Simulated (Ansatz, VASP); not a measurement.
## One calculation of TeW, two programs

```
Te W
1.0
     3.68947    0.00000    0.00000
     0.00000    3.68947    0.00000
     0.00000    0.00000    3.68947
Te W
1 1
Direct
  0.00000 0.00000 0.00000
  0.50000 0.50000 0.50000
```

Alike in both runs: task single point; functional PBE; k mesh 6 × 6 × 6; occupations gaussian, width 0.1 eV; no spin polarisation.

|  | VASP | Ansatz |
| --- | --- | --- |
| version | VASP 6.6.1 | Ansatz 0.2.0 |
| potentials or method | VASP PAW PBE potentials, release 64 (Te, W_sv), cutoff 500 eV | scalar-relativistic, plane waves, PAW |
| valence electrons in the cell | 20 | 30 |

VASP gave:

```
gap on the k mesh at the Fermi level (eV) : none
pressure (GPa)                            : -25.1
```

**Question.** What did Ansatz give for the same quantities?

**Answer.** gap on the k mesh at the Fermi level (eV): none; pressure (GPa): -25.0.

A gap of «none» marks a metal or a gap that the smearing closes. VASP's potentials hold 20 valence electrons a cell and Ansatz's 30, so a difference there can come from the potentials and not from the codes.

Spin-orbit coupling is off throughout.
